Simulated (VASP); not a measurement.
Runs of VASP 6.6.1 on CsW3. The structure is that of space group Fm-3m (No. 225), or close to it. The cells are those of the table. The cell was generated, and may not be a known phase.

| task | cell | k mesh | cutoff (eV) | gap on the mesh (eV) | pressure (GPa) | relaxed volume (Å³/atom) |
| --- | --- | --- | --- | --- | --- | --- |
| single point | a = 5.417 Å, angles 60.0°, 4 atoms | 4 × 4 × 4 | 520 | none | -23.7 | - |
| relaxation of cell and atoms | relaxed from a = 5.417 Å, angles 60.0°, 4 atoms | 4 × 4 × 4 | 600 | none | 0.1 | (a) |
| relaxation of cell and atoms | relaxed from a = 4.748 Å, angles 60.0°, 4 atoms | 12 × 12 × 12 | 600 | none | 0.0 | 19.16 |
| single point | a = 4.748 Å, angles 60.0°, 4 atoms | 4 × 4 × 4 | 520 | none | 1.7 | - |

Alike in all rows: level PBE; potentials or basis VASP PAW PBE potentials, release 64 (Cs_sv, W_sv); no spin polarisation; smearing gaussian 0.1 eV.

Question: Estimate the missing entries.

Answer: (a) 19.12.

Caveats: some runs use coarse meshes; spin-orbit coupling is left out, which moves the levels of the heavy elements; the cell stands under tension (at least some runs); the volume moved by over 15 % at a fixed basis, so the end points are rough (at least some runs).

A k mesh can miss the band edges, and the runs leave out spin-orbit coupling on Cs, W.

A gap of «none» marks levels without a gap at the run's occupations.
